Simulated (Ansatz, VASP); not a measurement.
Ag in VASP and in Ansatz

Contents of INCAR:

```
SYSTEM = Ag
ALGO = Normal ; EDIFF = 1E-6
ENCUT = 500 ; GGA = PE
GGA_COMPAT = .False. ; ISIF = 2
ISMEAR = -1 ; LASPH = .True.
LCHARG = .False. ; LREAL = .False.
LWAVE = .False. ; NBANDS = 12
NELM = 120 ; PREC = Accurate
SIGMA = 0.05
```

Contents of KPOINTS:

```
k-points
0
Gamma
  16 16 16
  0 0 0
```

The input POSCAR:

```
Ag
1.0
   -1.3931770164      1.3931770164      1.3931770164
    1.3931770164     -1.3931770164      1.3931770164
    1.3931770164      1.3931770164     -1.3931770164
Ag
1
Direct
    0.0000000000      0.0000000000      0.0000000000
```

Input for Ansatz:

```yaml
crystal:
  lattice:
    - [-1.3931770164, 1.3931770164, 1.3931770164]
    - [1.3931770164, -1.3931770164, 1.3931770164]
    - [1.3931770164, 1.3931770164, -1.3931770164]
  atoms:
    - { symbol: Ag, position: [0.0, 0.0, 0.0] }
kpoints:
  mp_grid: { grid: [16, 16, 16] }
scf:
  occupations: { method: fermi_dirac, width: 0.05 }
hamiltonian:
  xc: pbe
  pseudopotentials: { kind: all_electron, datasets: crystal }
output:
  forces: true
  stress: true
  eigenvalues: true
```

Change from the starting cell: volume scaled by 0.6, crystal datasets.

Alike in both runs: task single point; functional PBE; k mesh 16 × 16 × 16; occupations fermi-dirac, width 0.05 eV; no spin polarisation.

|  | VASP | Ansatz |
| --- | --- | --- |
| version | VASP 6.6.1 | Ansatz 0.2.0 |
| potentials or method | VASP PAW PBE potentials, release 64 (Ag), cutoff 500 eV | all-electron PAW with datasets made for the crystal, scalar-relativistic |

```csv
,VASP,Ansatz,Ansatz less VASP
pressure (GPa),187.3,188.4,+1.08
```

Both programs put the cell under a high pressure, so it lies far from rest at this level. Ansatz ran all-electron here, and VASP with PAW potentials.

Noted on VASP's run: the cell as given lies far from equilibrium.
